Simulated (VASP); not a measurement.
Write the native input for VASP 6.6.1 that does the following.

```
Task                   : single point
Functional             : PBE
Potentials or basis    : VASP PAW PBE potentials, release 64 (Hf_pv, B)
Cutoff                 : 520 eV
k mesh                 : 20 × 20 × 20
Occupations            : gaussian, width 0.15 eV
Spin                   : no spin polarisation
Dipole correction      : no
Further INCAR settings : ALGO = Normal; EDIFF = 1e-06; NBANDS = 14
```

The structure of HfB lies in POSCAR:

```
HfB
1.0
    0.9032385268      2.8387496556      2.8387496556
    2.8387496556      0.9032385268      2.8387496556
    2.8387496556      2.8387496556      0.9032385268
Hf B
1 1
Direct
    0.5000000000      0.5000000000      0.5000000000
    0.0000000000      0.0000000000      0.0000000000
```

This cell differs from its parent crystal: ratio of the length along [111] to the lengths across it x 1.7, volume and fractional coordinates fixed.

One way to write it, as run:

INCAR

```
PREC = Accurate
ENCUT = 520
EDIFF = 1E-6
ISMEAR = 0
SIGMA = 0.15
LREAL = F
LASPH = T
NELM = 100
ALGO = Normal
ISIF = 2
LWAVE = F
LCHARG = F
GGA = PE
NBANDS = 14
```

KPOINTS

```
Automatic mesh
0
Gamma
  20 20 20
```

Potentials or basis: VASP PAW PBE potentials, release 64 (Hf_pv, B).

The run is started by

```sh
$ cat potpaw_PBE.64/Hf_pv/POTCAR potpaw_PBE.64/B/POTCAR > POTCAR
$ mpirun -np 1 vasp_std > vasp.out
```

It gave:

```
Pressure : 33.5 GPa
```

It took 5.2 min on 1 thread of Intel Xeon 6975P-C (shared host), peak memory 0.42 GiB.
